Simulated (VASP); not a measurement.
Set up this calculation in VASP 6.6.1, as the native input.

| Property | Result |
| --- | --- |
| Task | single point |
| Functional | PBE |
| Dispersion | D3(BJ) |
| Potentials or basis | VASP PAW PBE potentials, release 64 (H, Si, C, O) |
| Cutoff | 520 eV |
| k mesh | 2 × 2 × 1 |
| Occupations | fermi-dirac, width 0.05 eV |
| Spin | no spin polarisation |
| Dipole correction | no |
| Further INCAR settings | LREAL = Auto; ALGO = Normal; EDIFF = 1e-06; NBANDS = 56 |

The structure of Si16H4CO lies in POSCAR:

```
Si16H4CO
1.0
    7.6791800000      0.0000000000      0.0000000000
    3.8395900000      6.6503650000      0.0000000000
    0.0000000000      0.0000000000     18.4187650000
H Si C O
4 16 1 1
Direct
    0.1666668792      0.1666675438      0.0542924566
    0.6666681814      0.1666675438      0.0542924566
    0.1666662146      0.6666701752      0.0542924566
    0.6666675168      0.6666701752      0.0542924566
    0.1666668792      0.1666675438      0.1357311416
    0.6666681814      0.1666675438      0.1357311416
    0.1666662146      0.6666701752      0.1357311416
    0.6666675168      0.6666701752      0.1357311416
   -0.1674746712      0.3340117422      0.1764667718
    0.3335766118      0.3335004921      0.1751583236
   -0.1667087498      0.8332625352      0.1754515029
    0.3338913242      0.8325858806      0.1764179086
   -0.1633140655      0.3312900871      0.3026261533
    0.3306652150      0.3305983957      0.3011439692
   -0.1662997017      0.8336685280      0.3009267994
    0.3312227316      0.8367510655      0.3025447146
   -0.0008681706     -0.0008420590      0.3383343020
    0.5018794907     -0.0013081989      0.3371507264
   -0.0012825298      0.5018371172      0.3371833019
    0.4992566456      0.4992507930      0.3276821220
    0.6275687477      0.5963883185      0.5128139699
    0.6169071624      0.5866144189      0.5740830072
```

The input as run:

INCAR

```
  ALGO = Normal
  EDIFF = 1E-6
  ENCUT = 520
  GGA = PE
  ISIF = 2
  ISMEAR = -1
  IVDW = 12
  LASPH = True
  LCHARG = False
  LREAL = Auto
  LWAVE = False
  NBANDS = 56
  NELM = 60
  PREC = Accurate
  SIGMA = 0.05
```

KPOINTS

```
k-points
0
Gamma
  2 2 1
```

Potentials or basis: VASP PAW PBE potentials, release 64 (H, Si, C, O).

Command:

```console
$ cat potpaw_PBE.64/H/POTCAR potpaw_PBE.64/Si/POTCAR potpaw_PBE.64/C/POTCAR potpaw_PBE.64/O/POTCAR > POTCAR
$ mpirun -np 1 vasp_std > vasp.out
```

Results of the run:

- Largest force: 1.035 eV/Å
- Band gap on the k mesh: zero (band 39 reaches -0.73 eV, above the bottom of band 40 at -0.92 eV)
- Dispersion energy per atom: -0.189 eV

Caveat: the k points lie up to 0.47 Å⁻¹ apart.

Run time: 10 min on 1 thread of AMD EPYC 7R13 (shared host), peak memory 1 GiB.
